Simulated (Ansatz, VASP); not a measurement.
## One calculation of AlO, two programs

File INCAR:

```
PREC     = Accurate       # precision mode
ENCUT    = 600            # plane-wave cutoff, eV
EDIFF    = 1E-6           # SCF threshold, eV
ISMEAR   = 0              # smearing method
SIGMA    = 0.1            # smearing width, eV
LREAL    = F              # projectors in reciprocal space
LASPH    = T              # aspherical terms in the spheres
NELM     = 60             # most SCF steps
ALGO     = Normal         # electronic algorithm
ISIF     = 3              # what is computed and relaxed
LWAVE    = F              # write WAVECAR
LCHARG   = F              # write CHGCAR
GGA      = PE             # functional
IBRION   = 2              # ionic algorithm
NSW      = 100            # ionic steps
EDIFFG   = -0.01          # ionic threshold
```

KPOINTS

```
regular mesh
0
Gamma
  12 12 4
```

Contents of POSCAR:

```
AlO
1.0
    2.8925369592      0.0000000000      0.0000000000
   -1.4462684796      2.5050104881      0.0000000000
    0.0000000000      0.0000000000     11.6859240104
Al O
4 4
Direct
    0.3333333333      0.6666666667      0.1239515886
    0.6666666667      0.3333333333      0.6239515886
    0.3333333333      0.6666666667      0.3760484114
    0.6666666667      0.3333333333      0.8760484114
    0.0000000000      0.0000000000      0.0000000000
    0.0000000000      0.0000000000      0.5000000000
    0.6666666667      0.3333333333      0.2500000000
    0.3333333333      0.6666666667      0.7500000000
```

Input for Ansatz:

```yaml
crystal:
  lattice:
    - [2.8925369592, 0.0, 0.0]
    - [-1.4462684796, 2.5050104881, 0.0]
    - [0.0, 0.0, 11.6859240104]
  atoms:
    - { symbol: Al, position: [0.3333333333, 0.6666666667, 0.1239515886] }
    - { symbol: Al, position: [0.6666666667, 0.3333333333, 0.6239515886] }
    - { symbol: Al, position: [0.3333333333, 0.6666666667, 0.3760484114] }
    - { symbol: Al, position: [0.6666666667, 0.3333333333, 0.8760484114] }
    - { symbol: O, position: [0.0, 0.0, 0.0] }
    - { symbol: O, position: [0.0, 0.0, 0.5] }
    - { symbol: O, position: [0.6666666667, 0.3333333333, 0.25] }
    - { symbol: O, position: [0.3333333333, 0.6666666667, 0.75] }
basis:
  ecutwfc: 420
kpoints:
  mp_grid: { grid: [12, 12, 4] }
hamiltonian:
  xc: pbe
scf:
  occupations: { method: gaussian, width: 0.1 }
output:
  forces: true
  stress: true
  eigenvalues: true
relax:
  adjacent_minimum: "off"
  f_tol: 0.01
  max_steps: 80
  cell: { stress_tol: 0.05 }
```

Alike in both runs: task relaxation of cell and atoms; functional PBE; k mesh 12 × 12 × 4; occupations gaussian, width 0.1 eV; no spin polarisation.

```csv
,VASP,Ansatz
version,VASP 6.6.1,Ansatz 0.2.0
potentials or method,"VASP PAW PBE potentials, release 64 (Al, O), cutoff 600 eV","scalar-relativistic, plane waves, PAW"
valence electrons in the cell,36,36
```

Ansatz gave:

```
gap on the k mesh at the Fermi level, each at its own relaxed structure (eV) : none
relaxed volume (Å³/atom)                                                     : 10.57
relaxed length of the cell vector where the two differ most in proportion (Å)              : 2.888
```

Q: Estimate VASP's values.

A: gap on the k mesh at the Fermi level, each at its own relaxed structure (eV): none; relaxed volume (Å³/atom): 10.55; relaxed length of the cell vector where the two differ most in proportion (Å): 2.885.

A gap of «none» marks a metal or a gap that the smearing closes.
